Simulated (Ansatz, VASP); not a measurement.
**Ge2CN4: VASP beside Ansatz**

```
Ge C N
1.0
     7.16137    0.00000    0.02856
     0.00000    2.93627    0.00000
    -3.55636    0.00000    6.66671
Ge C N
4 2 8
Cartesian
  1.2353 1.4681 5.6319
  5.1392 0.0000 1.5583
  3.3906 0.0000 3.9057
  0.4120 1.4681 2.7785
  -1.4558 1.4681 5.3509
  2.2923 0.0000 1.1695
  -0.2283 1.4681 4.6108
  3.3832 0.0000 1.9971
  2.3199 1.4681 4.1186
  1.7962 0.0000 6.4641
  -2.3244 0.0000 5.0410
  5.7966 1.4681 2.3099
  1.0229 0.0000 1.8005
  2.4554 1.4681 0.1299
```

Alike in both runs: task single point; functional PBE; k mesh 4 × 8 × 4; occupations fermi-dirac, width 0.02 eV; no spin polarisation.

|  | VASP | Ansatz |
| --- | --- | --- |
| version | VASP 6.6.1 | Ansatz 0.2.0 |
| potentials or method | VASP PAW PBE potentials, release 64 (Ge_d, C, N) | plane waves, PAW |
| plane-wave cutoff (eV) | 520 | 420 |
| valence electrons in the cell | 104 | 104 |

```csv
,VASP,Ansatz,Ansatz less VASP
gap on the k mesh at the Fermi level (eV),1.50,1.49,-0.003
pressure (GPa),6.1,6.5,+0.44
"traceless stress, the component that is largest in VASP (GPa)",0.28,0.35,+0.074
rms of the force components (eV/Å),0.118,0.142,+0.0235
```

Atom by atom the forces differ by 0.034 eV/Å (rms over components). With one functional, cell and mesh, what is left measures potentials, basis and numerics.
